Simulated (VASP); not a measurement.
Input of a VASP 6.6.1 run:

File INCAR:

```
SYSTEM = NaB2
PREC = Accurate
ENCUT = 600
EDIFF = 1E-6
ISMEAR = 0
SIGMA = 0.1
LREAL = .FALSE.
LASPH = .TRUE.
NELM = 60
ALGO = Normal
ISIF = 3
LWAVE = .FALSE.
LCHARG = .FALSE.
GGA = PE
IBRION = 2
NSW = 90
EDIFFG = -0.04
```

Contents of KPOINTS:

```
regular mesh
0
G
  6 6 6
  0 0 0
```

File POSCAR:

```
NaB2
1.0
    0.0000000000      3.1313536557      3.1313536557
    3.1313536557      0.0000000000      3.1313536557
    3.1313536557      3.1313536557      0.0000000000
Na B
2 4
Direct
    0.7500000000      0.7500000000      0.7500000000
    0.5000000000      0.5000000000      0.5000000000
    0.1027021562      0.6918935315      0.1027021562
    0.1027021562      0.1027021562      0.1027021562
    0.6918935315      0.1027021562      0.1027021562
    0.1027021562      0.1027021562      0.6918935315
```

Potentials or basis: VASP PAW PBE potentials, release 64 (Na_pv, B).

Command:

```sh
$ cat potpaw_PBE.64/Na_pv/POTCAR potpaw_PBE.64/B/POTCAR > POTCAR
$ mpirun -np 1 vasp_std > vasp.out
```

Question: Predict the relaxed volume.

Answer: 10.29 Å³/atom.

Question: Predict the band gap on the k mesh.

Answer: Zero (bands 13 and 14 overlap by 2.27 eV).

Question: Estimate the space group after relaxing (to 0.1 Å).

Answer: F-43m (No. 216).

Step by step:
| step | energy change (eV) | largest force (eV/Å) | pressure (GPa) | volume (Å³) |
| --- | --- | --- | --- | --- |
| 1 | 0.0000 | 0.0595 | 0.59 | 61.41 |
| 2 | -0.0007 | 0.0193 | -0.19 | 61.75 |
